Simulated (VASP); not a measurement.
Si: single point with HSE06

The system is Si.

```
Si
1.0
     0.00000    2.72212    2.72212
     2.72212    0.00000    2.72212
     2.72212    2.72212    0.00000
Si
2
Direct
  0.25000 0.25000 0.25000
  0.00000 0.00000 0.00000
```

```yaml
Program: VASP 6.6.1
Task: single point
Functional: HSE06
Potentials_or_basis: VASP PAW PBE potentials, release 64 (Si)
Cutoff: 520 eV
k_mesh: 6 × 6 × 6
Occupations: gaussian, width 0.01 eV
Spin: no spin polarisation
```

* Pressure: -0.5 GPa
* Band gap on the k mesh: 1.31 eV, indirect (least direct gap 3.32 eV)

Levels at points of the mesh, in eV from the valence-band top:
| k point | band 2 | band 3 | band 4 | band 5 | band 6 | band 7 |
| --- | --- | --- | --- | --- | --- | --- |
| (0.00, 0.00, 0.00) | 0.00 | 0.00 | 0.00 | 3.32 | 3.32 | 3.32 |
| (0.50, 0.00, 0.00) | -7.67 | -1.30 | -1.30 | 2.22 | 4.14 | 4.14 |
| (0.50, 0.50, 0.00) | -8.64 | -3.11 | -3.11 | 1.31 | 1.31 | 11.42 |

Wall time 4.1 min on 1 thread of Intel(R) Xeon(R) 6975P-C (Granite Rapids) (shared host), peak memory 0.27 GiB.

Caveat: the PAW data sets were made with another functional, which shifts forces and pressure a little. A k mesh can miss the band edges.
